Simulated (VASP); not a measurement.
Input of a VASP 6.6.1 run:

POSCAR

```
C
1.0
    4.2551700000      0.0000000000      0.0000000000
    0.0000000000      4.2551700000      0.0000000000
    0.0000000000      0.0000000000      1.2822900000
C
1
Direct
    0.5000000000      0.5000000000      0.5000000000
```

Contents of INCAR.step1:

```
ALGO = Normal
EDIFF = 1E-5
ENCUT = 520
GGA = PE
ISIF = 2
ISMEAR = -1
LASPH = T
LREAL = F
LWAVE = T
NBANDS = 8
NELM = 100
PREC = Accurate
SIGMA = 0.1
```

INCAR.step2

```
ALGO = Normal
EDIFF = 1E-6
ENCUT = 520
GGA = PE
HFSCREEN = 0.2079
ISIF = 2
ISMEAR = -1
ISTART = 1
LASPH = T
LCHARG = T
LELF = T
LHFCALC = T
LREAL = F
LVHAR = T
LWAVE = F
NBANDS = 8
NELM = 100
PREC = Accurate
PRECFOCK = Normal
SIGMA = 0.1
```

KPOINTS

```
k-points
0
Gamma
  3 3 10
```

Potentials or basis: VASP PAW PBE potentials, release 64 (C).

The run is started by

```sh
$ cat potpaw_PBE.64/C/POTCAR > POTCAR
$ cp INCAR.step1 INCAR
$ mpirun -np 1 vasp_std > vasp.out
$ cp INCAR.step2 INCAR
$ mpirun -np 1 vasp_std > vasp.out
```

Predict the pressure.

-2.9 GPa.

Estimate the band gap on the k mesh.

zero (bands 2 and 3 overlap by 16.20 eV).

Stress tensor (GPa, compression positive):
```
 0.01  0.00  0.00
 0.00  0.01  0.00
 0.00  0.00 -8.59
```

Caveat: the k points lie up to 0.49 Å⁻¹ apart, too coarse for converged energies and pressures of a metal; the PAW data sets were made with another functional, which shifts forces and pressure a little.
